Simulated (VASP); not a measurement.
Set up this calculation in VASP 6.6.1, as the native input.

```yaml
Task: single point
Functional: PBE
Potentials_or_basis: VASP PAW PBE potentials, release 64 (Mg, B)
Cutoff: 520 eV
k_mesh: 24 × 24 × 18
Occupations: gaussian, width 0.1 eV
Spin: no spin polarisation
Dipole_correction: no
Further_INCAR_settings: ALGO = Normal; EDIFF = 1e-07; NBANDS = 11
```

The structure of MgB2 lies in POSCAR:

```
MgB2
1.0
    3.0488863720      0.0000000000      0.0000000000
   -1.5244431860      2.6404130513      0.0000000000
    0.0000000000      0.0000000000      3.4696182828
Mg B
1 2
Direct
    0.0000000000      0.0000000000      0.0000000000
    0.3333333333      0.6666666667      0.5000000000
    0.6666666667      0.3333333333      0.5000000000
```

One way to write it, as run:

INCAR

```
SYSTEM = MgB2
  ALGO = Normal
  EDIFF = 1E-7
  ENCUT = 520
  GGA = PE
  ISIF = 2
  ISMEAR = 0
  LASPH = .TRUE.
  LCHARG = .FALSE.
  LREAL = .FALSE.
  LWAVE = .FALSE.
  NBANDS = 11
  NELM = 60
  PREC = Accurate
  SIGMA = 0.1
```

KPOINTS

```
k-points
0
G
  24 24 18
  0 0 0
```

Potentials or basis: VASP PAW PBE potentials, release 64 (Mg, B).

Launch:

```sh
$ cat potpaw_PBE.64/Mg/POTCAR potpaw_PBE.64/B/POTCAR > POTCAR
$ mpirun -np 1 vasp_std > vasp.out
```

Results of the run:

| Property | Result |
| --- | --- |
| Pressure | 4.8 GPa |
| Band gap on the k mesh | zero (band 4 reaches 7.39 eV, above the bottom of band 5 at 3.46 eV) |

Wall time 54 s on 1 thread of Intel(R) Xeon(R) 6975P-C (Granite Rapids), on a shared host, peak memory 0.31 GiB.
